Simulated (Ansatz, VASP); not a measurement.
## Two plane-wave programs on NaP2

```
CELL_PARAMETERS angstrom
4.11060 0.00000 0.00000
-2.05530 3.55989 0.00000
0.00000 0.00000 4.38925
ATOMIC_POSITIONS crystal
Na 0.00000 0.00000 0.00000
P 0.33333 0.66667 0.50000
P 0.66667 0.33333 0.50000
```

Alike in both runs: functional PBE; k mesh 15 × 15 × 10; occupations gaussian, width 0.1 eV; no spin polarisation.

Ansatz relaxed the structure, and its values are those at the end. VASP's run is a single point on that final structure, the one shown.

```csv
,VASP,Ansatz
version,VASP 6.6.1,Ansatz 0.2.0
potentials or method,"VASP PAW PBE potentials, release 64 (Na_pv, P), cutoff 520 eV","scalar-relativistic, plane waves, PAW"
valence electrons in the cell,17,19
```

|  | VASP | Ansatz | Ansatz less VASP |
| --- | --- | --- | --- |
| gap on the k mesh at the Fermi level (eV) | none | none | - |
| pressure (GPa) | 0.0 | 0.0 | +0.06 |

A gap of «none» marks a metal or a gap that the smearing closes. VASP's potentials hold 17 valence electrons a cell and Ansatz's 19, so a difference there can come from the potentials and not from the codes.
